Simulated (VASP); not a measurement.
# EuS (Fm-3m) in VASP: a series of runs, part 2 of 2

VASP 6.6.1. The steps go on from the part before.

## (4) Single point, PBEsol+U, collinear spin, ferromagnetic start

Contents of INCAR:

```
ALGO = Normal
EDIFF = 1E-6
ENCUT = 600
GGA = PS
GGA_COMPAT = False
ISIF = 2
ISMEAR = -1
ISPIN = 2
LASPH = True
LCHARG = False
LDAU = True
LDAUJ = 0 0
LDAUL = 3 -1
LDAUPRINT = 1
LDAUTYPE = 2
LDAUU = 4.5 0
LMAXMIX = 6
LORBIT = 11
LREAL = False
LWAVE = False
MAGMOM = 4.9 0
NBANDS = 22
NELM = 200
PREC = Accurate
SIGMA = 0.3
```

Contents of KPOINTS:

```
k-points
0
Gamma
  7 7 7
```

Contents of POSCAR:

```
EuS
1.0
    0.0000000000      2.9785000000      2.9785000000
    2.9785000000      0.0000000000      2.9785000000
    2.9785000000      2.9785000000      0.0000000000
Eu S
1 1
Direct
    0.0000000000      0.0000000000      0.0000000000
    0.5000000000      0.5000000000      0.5000000000
```

Potentials or basis: VASP PAW PBE potentials, release 64 (Eu, S).

Started as:

```bash
cat potpaw_PBE.64/Eu/POTCAR potpaw_PBE.64/S/POTCAR > POTCAR
mpirun -np 1 vasp_std > vasp.out
```

OUTCAR:

```text
EDIFF = 1E-6
   ENCUT = 600
   GGA = PS
   ISIF = 2
   ISMEAR = -1
   ISPIN = 2
   LASPH = True
   LORBIT = 11
   LREAL = False
   NELM = 200
   PREC = Accurate

 ion  position               nearest neighbor table
   1  0.000  0.000  0.000-   2 2.98   2 2.98   2 2.98   2 2.98   2 2.98   2 2.98
   2  0.500  0.500  0.500-   1 2.98   1 2.98   1 2.98   1 2.98   1 2.98   1 2.98

  LATTYP: Found a face centered cubic cell.
 ALAT       =     5.9570000000

  Lattice vectors:

 A1 = (   0.0000000000,   2.9785000000,   2.9785000000)
 A2 = (   2.9785000000,   0.0000000000,   2.9785000000)
 A3 = (   2.9785000000,   2.9785000000,   0.0000000000)

Analysis of symmetry for initial positions (statically):
=====================================================================
 Subroutine PRICEL returns:
 Original cell was already a primitive cell.

 Routine SETGRP: Setting up the symmetry group for a
 face centered cubic supercell.

 Subroutine GETGRP returns: Found 48 space group operations
 (whereof 48 operations were pure point group operations)
 out of a pool of 48 trial point group operations.

The static configuration has the point symmetry O_h .

Analysis of symmetry for dynamics (positions and initial velocities):
=====================================================================
 Subroutine PRICEL returns:
 Original cell was already a primitive cell.

 Routine SETGRP: Setting up the symmetry group for a
 face centered cubic supercell.

 Subroutine GETGRP returns: Found 48 space group operations
 (whereof 48 operations were pure point group operations)
 out of a pool of 48 trial point group operations.

The dynamic configuration has the point symmetry O_h .

Analysis of structural, dynamic, and magnetic symmetry:
=====================================================================
 Subroutine PRICEL returns:
 Original cell was already a primitive cell.

 Routine SETGRP: Setting up the symmetry group for a
 face centered cubic supercell.

 Subroutine GETGRP returns: Found 48 space group operations
 (whereof 48 operations were pure point group operations)
 out of a pool of 48 trial point group operations.
[... 166 lines left out ...]
  o =  0.0008  v =  0.0000  0.0000  0.0000  0.0000  0.0000  0.0000  0.0000 -0.0000 -0.0000  0.0001  0.0000  0.7906  0.0040  0.6124      0.0000  0.0000  0.0000  0.0000  0.0000  0.0000  0.0000  0.0000  0.0000  0.0000  0.0000  0.0000  0.0000  0.0000
  o =  0.0008  v =  0.0000  0.0000  0.0000  0.0000  0.0000  0.0000  0.0000 -0.6124 -0.0000  0.7906  0.0000 -0.0001 -0.0001 -0.0000      0.0000  0.0000  0.0000  0.0000  0.0000  0.0000  0.0000  0.0000  0.0000  0.0000  0.0000  0.0000  0.0000  0.0000
  o =  0.0029  v =  0.0000  0.0000  0.0000  0.0000  0.0000  0.0000  0.0000  0.0001  0.0000  0.0001  1.0000 -0.0000 -0.0000  0.0000      0.0000  0.0000  0.0000  0.0000  0.0000  0.0000  0.0000  0.0000  0.0000  0.0000  0.0000  0.0000  0.0000  0.0000
  o =  0.0029  v =  0.0000  0.0000  0.0000  0.0000  0.0000  0.0000  0.0000  0.0001  0.0000  0.0001  0.0000  0.6124  0.0000 -0.7906      0.0000  0.0000  0.0000  0.0000  0.0000  0.0000  0.0000  0.0000  0.0000  0.0000  0.0000  0.0000  0.0000  0.0000
  o =  0.0029  v =  0.0000  0.0000  0.0000  0.0000  0.0000  0.0000  0.0000 -0.7906 -0.0000 -0.6124  0.0002  0.0001 -0.0000 -0.0001      0.0000  0.0000  0.0000  0.0000  0.0000  0.0000  0.0000  0.0000  0.0000  0.0000  0.0000  0.0000  0.0000  0.0000
  o =  0.9577  v =  0.0006  0.0000  0.0005 -0.0486  0.6116 -0.0000 -0.7896  0.0000  0.0000  0.0000  0.0000  0.0000  0.0000  0.0000      0.0000  0.0000  0.0000  0.0000  0.0000  0.0000  0.0000  0.0000  0.0000  0.0000  0.0000  0.0000  0.0000  0.0000
  o =  0.9577  v =  0.7906 -0.0000  0.6124 -0.0006 -0.0005  0.0000  0.0006  0.0000  0.0000  0.0000  0.0000  0.0000  0.0000  0.0000      0.0000  0.0000  0.0000  0.0000  0.0000  0.0000  0.0000  0.0000  0.0000  0.0000  0.0000  0.0000  0.0000  0.0000
  o =  0.9577  v = -0.0005 -0.0000 -0.0004 -0.9988 -0.0297  0.0000  0.0384  0.0000  0.0000  0.0000  0.0000  0.0000  0.0000  0.0000      0.0000  0.0000  0.0000  0.0000  0.0000  0.0000  0.0000  0.0000  0.0000  0.0000  0.0000  0.0000  0.0000  0.0000
  o =  0.9636  v = -0.0001 -0.0000  0.0001 -0.0000  0.7904 -0.0212  0.6122  0.0000  0.0000  0.0000  0.0000  0.0000  0.0000  0.0000      0.0000  0.0000  0.0000  0.0000  0.0000  0.0000  0.0000  0.0000  0.0000  0.0000  0.0000  0.0000  0.0000  0.0000
  o =  0.9636  v = -0.0004  0.0000  0.0005  0.0000  0.0167  0.9998  0.0130  0.0000  0.0000  0.0000  0.0000  0.0000  0.0000  0.0000      0.0000  0.0000  0.0000  0.0000  0.0000  0.0000  0.0000  0.0000  0.0000  0.0000  0.0000  0.0000  0.0000  0.0000
  o =  0.9636  v =  0.6124  0.0000 -0.7906 -0.0000  0.0001  0.0007  0.0001  0.0000  0.0000  0.0000  0.0000  0.0000  0.0000  0.0000      0.0000  0.0000  0.0000  0.0000  0.0000  0.0000  0.0000  0.0000  0.0000  0.0000  0.0000  0.0000  0.0000  0.0000
  o =  0.9638  v = -0.0000  1.0000  0.0000 -0.0000  0.0000 -0.0000  0.0000  0.0000  0.0000  0.0000  0.0000  0.0000  0.0000  0.0000      0.0000  0.0000  0.0000  0.0000  0.0000  0.0000  0.0000  0.0000  0.0000  0.0000  0.0000  0.0000  0.0000  0.0000

 number of electron      22.9999997 magnetization       6.9470069

 Free energy of the ion-electron system (eV)
  ---------------------------------------------------
  ext. energy  EPLUGINS =         0.00000000
  ---------------------------------------------------
  free energy    TOTEN  =       -19.91436729 eV

  energy without entropy =      -19.69213661  energy(sigma->0) =      -19.80325195

 E-fermi :   3.9301     XC(G=0):  -9.7984

 val. band max:        3.4227585546   @ k =   0.4286   0.4286   0.0000
 cond. band min:       3.9659856866   @ k =   0.4286   0.4286   0.0000
 fundamental gap:      0.5432271320
 Fermi energy:         3.9300757721

 spin component 1

 k-point     1 :       0.0000    0.0000    0.0000
  band No.  band energies     occupation
      1     -36.8899      1.00000
      2     -15.6900      1.00000
      3     -15.6900      1.00000
      4     -15.6900      1.00000
      5      -9.2703      1.00000
      6       1.1915      0.99989
[... 489 lines left out ...]
     21      10.8166      0.00000
     22      12.1320      0.00000
 Fermi energy:         3.9300757721

 spin component 2

 k-point     1 :       0.0000    0.0000    0.0000
  band No.  band energies     occupation
      1     -33.8106      1.00000
      2     -13.4318      1.00000
      3     -13.4318      1.00000
      4     -13.4318      1.00000
      5      -9.2714      1.00000
      6       1.6220      0.99954
[... 489 lines left out ...]
     21      11.8561      0.00000
     22      13.1771      0.00000

------------------------ aborting loop because EDIFF is reached ----------------------------------------

  FORCE on cell =-STRESS in cart. coord.  units (eV):
  Direction    XX          YY          ZZ          XY          YZ          ZX
  --------------------------------------------------------------------------------------
  -------------------------------------------------------------------------------------
  Total       -1.0880721     -1.0880721     -1.0880721      0.0000000      0.0000000     -0.0000000
  in kB      -32.9871986    -32.9871986    -32.9871986      0.0000000      0.0000000     -0.0000000
  external PRESSURE =     -32.9871986 kB  Pullay stress =       0.0000000 kB

 VOLUME and BASIS-vectors are now :
 -----------------------------------------------------------------------------
  energy-cutoff  :      600.00
  volume of cell :       52.85
      direct lattice vectors                 reciprocal lattice vectors
     0.000000000  2.978500000  2.978500000    -0.167869733  0.167869733  0.167869733
     2.978500000  0.000000000  2.978500000     0.167869733 -0.167869733  0.167869733
     2.978500000  2.978500000  0.000000000     0.167869733  0.167869733 -0.167869733

 POSITION                                       TOTAL-FORCE (eV/Angst)
 -----------------------------------------------------------------------------------
      0.00000      0.00000      0.00000        -0.000000      0.000000      0.000000
      2.97850      2.97850      2.97850         0.000000     -0.000000     -0.000000
 -----------------------------------------------------------------------------------
    total drift:                               -0.000000      0.000000      0.000000

  FREE ENERGIE OF THE ION-ELECTRON SYSTEM (eV)
  ---------------------------------------------------
  free  energy   TOTEN  =       -19.9143672852 eV

  energy  without entropy=      -19.6921366059  energy(sigma->0) =      -19.80325195

 total charge

# of ion       s       p       d       f       tot
--------------------------------------------------
    1        2.025   5.742   0.283   6.731  14.781
    2        1.311   2.412   0.000   0.000   3.724
--------------------------------------------------
tot          3.336   8.154   0.283   6.731  18.505

 magnetization (x)

# of ion       s       p       d       f       tot
--------------------------------------------------
    1       -0.013  -0.104   0.062   6.710   6.656
    2       -0.006  -0.059   0.000   0.000  -0.066
--------------------------------------------------
tot         -0.019  -0.163   0.062   6.710   6.591
```

OSZICAR:

```text
N       E                     dE             d eps       ncg     rms          rms(c)
DAV:   1     0.151970381187E+03    0.15197E+03   -0.91948E+03  2466   0.460E+03
DAV:   2     0.106844343459E+02   -0.14129E+03   -0.12482E+03  2416   0.391E+02
DAV:   3    -0.107597766947E+02   -0.21444E+02   -0.20920E+02  2548   0.113E+02
DAV:   4    -0.132527248153E+02   -0.24929E+01   -0.24710E+01  3408   0.256E+01
DAV:   5    -0.133567862822E+02   -0.10406E+00   -0.10396E+00  2938   0.713E+00    0.361E+01
DAV:   6    -0.214597143816E+02   -0.81029E+01   -0.53775E+00  2516   0.548E+01    0.199E+01
DAV:   7    -0.198494406550E+02    0.16103E+01   -0.45961E+00  2606   0.876E+01    0.123E+01
DAV:   8    -0.199000954917E+02   -0.50655E-01   -0.45055E-01  3016   0.799E+00    0.600E+00
DAV:   9    -0.199107509595E+02   -0.10655E-01   -0.40019E-02  3288   0.212E+00    0.322E+00
DAV:  10    -0.199143756110E+02   -0.36247E-02   -0.13540E-02  2820   0.249E+00    0.180E+00
DAV:  11    -0.199142258356E+02    0.14978E-03   -0.35076E-03  2758   0.134E+00    0.571E-01
DAV:  12    -0.199143077824E+02   -0.81947E-04   -0.69580E-04  3180   0.419E-01    0.426E-01
DAV:  13    -0.199143310878E+02   -0.23305E-04   -0.75619E-05  3392   0.831E-02    0.355E-01
DAV:  14    -0.199143645861E+02   -0.33498E-04   -0.35603E-05  2386   0.548E-02    0.140E-01
DAV:  15    -0.199143709961E+02   -0.64099E-05   -0.19965E-05  2752   0.100E-01    0.890E-02
DAV:  16    -0.199143671703E+02    0.38258E-05   -0.11593E-05  2266   0.790E-02    0.192E-02
DAV:  17    -0.199143672852E+02   -0.11493E-06   -0.33966E-07  1408   0.637E-03
   1 F= -.19914367E+02 E0= -.19803252E+02  d E =-.222231E+00  mag=     6.9470
```

It took 88 s on 1 thread of AMD EPYC 7R43 (Zen 3), shared host; peak memory 0.25 GiB.

What came out:

```yaml
Free_energy: -19.9144 eV
Pressure: -3.3 GPa
Net_moment: 6.95 μB per cell
Site_moments: Eu +6.66; S -0.07 μB
Valence_electrons_inside_the_program's_atomic_spheres: Eu 14.78; S 3.72
```

Levels at points of the mesh, in eV from the Fermi level:
Spin up:
```csv
k point,band 11,band 12,band 13,band 14,band 15,band 16,band 17,band 18,band 19,band 20
"(0.00, 0.00, 0.00)",-1.28,-1.28,-0.73,-0.73,-0.73,1.01,1.36,1.36,1.36,2.25
```
Spin down:
| k point | band 4 | band 5 | band 6 | band 7 | band 8 | band 9 | band 10 | band 11 | band 12 | band 13 |
| --- | --- | --- | --- | --- | --- | --- | --- | --- | --- | --- |
| (0.00, 0.00, 0.00) | -17.36 | -13.20 | -2.31 | -2.31 | -2.31 | 1.48 | 2.03 | 2.03 | 2.03 | 2.98 |

Eigenvalues of the final occupation matrices:
```
    site  spin  trace                         eigenvalues
site 1 f     1   6.73  0.96 0.96 0.96 0.96 0.96 0.96 0.96
site 1 f     2   0.01  0.00 0.00 0.00 0.00 0.00 0.00 0.00
```

Caveat: the cell stands under tension; so wide a smearing shifts energies and pressures; the PAW data sets were made with another functional, which shifts forces and pressure a little; spin-orbit coupling is left out, which moves the levels of the heavy elements; a cell with one magnetic atom can't hold antiferromagnetic order, which such compounds often take.

## (5) Single point, PBEsol+U, collinear spin, ferromagnetic start

Contents of INCAR:

```
  ALGO = Normal
  EDIFF = 1E-6
  ENCUT = 600
  GGA = PS
  GGA_COMPAT = F
  ISIF = 2
  ISMEAR = -1
  ISPIN = 2
  LASPH = T
  LCHARG = T
  LDAU = T
  LDAUJ = 0 0
  LDAUL = 3 -1
  LDAUPRINT = 1
  LDAUTYPE = 2
  LDAUU = 6 0
  LELF = T
  LMAXMIX = 6
  LORBIT = 11
  LREAL = F
  LVHAR = T
  LWAVE = F
  MAGMOM = 4.9 0
  NBANDS = 22
  NELM = 200
  PREC = Accurate
  SIGMA = 0.3
```

KPOINTS is that of step 4.

POSCAR is that of step 4.

Started as:

```bash
cat potpaw_PBE.64/Eu/POTCAR potpaw_PBE.64/S/POTCAR > POTCAR
mpirun -np 1 vasp_std > vasp.out
```

Run time: 87 s. Hardware: 1 thread of AMD EPYC 7R43 (Zen 3), shared host; peak memory 0.24 GiB.

It converged, with:

```yaml
Free_energy: -19.7275 eV
Pressure: -2.4 GPa
Net_moment: 6.97 μB per cell
Site_moments: Eu +6.70; S -0.07 μB
Valence_electrons_inside_the_program's_atomic_spheres: Eu 14.82; S 3.73
```

Levels at points of the mesh, in eV from the Fermi level:
Spin up:
```csv
k point,band 13,band 14,band 15,band 16,band 17,band 18
"(0.00, 0.00, 0.00)",-0.79,-0.79,-0.79,1.23,1.60,1.60
```
Spin down:
```csv
k point,band 6,band 7,band 8,band 9,band 10,band 11
"(0.00, 0.00, 0.00)",-2.11,-2.11,-2.11,1.68,2.25,2.25
```

Eigenvalues of the final occupation matrices:
| site | spin | trace | eigenvalues |
| --- | --- | --- | --- |
| site 1 f | 1 | 6.78 | 0.97 0.97 0.97 0.97 0.97 0.97 0.97 |
| site 1 f | 2 | 0.01 | 0.00 0.00 0.00 0.00 0.00 0.00 0.00 |

Caveat: so wide a smearing shifts energies and pressures; the PAW data sets were made with another functional, which shifts forces and pressure a little; spin-orbit coupling is left out, which moves the levels of the heavy elements; a cell with one magnetic atom can't hold antiferromagnetic order, which such compounds often take.

## (6) The runs side by side

| U | gap on the mesh (eV) | pressure (GPa) | moment (μB) |
| --- | --- | --- | --- |
| Eu f U = 1.5 eV | none | -5.2 | 6.87 |
| Eu f U = 3.0 eV | none | -4.2 | 6.92 |
| Eu f U = 4.5 eV | none | -3.3 | 6.95 |
| Eu f U = 6.0 eV | - | -2.4 | 6.97 |

Alike in all rows: task single point; level PBEsol+U; potentials or basis VASP PAW PBE potentials, release 64 (Eu, S); spin collinear, ferromagnetic start; cell as given; k mesh 7 × 7 × 7; cutoff (eV) 600; smearing fermi-dirac 0.3 eV.

Caveats: so wide a smearing shifts energies and pressures; the PAW data sets were made with another functional, which shifts forces and pressure a little; spin-orbit coupling is left out, which moves the levels of the heavy elements; a cell with one magnetic atom can't hold antiferromagnetic order, which such compounds often take; the cell stands under tension (at least some runs).

Absolute energies hang on the potentials; compare differences alone.
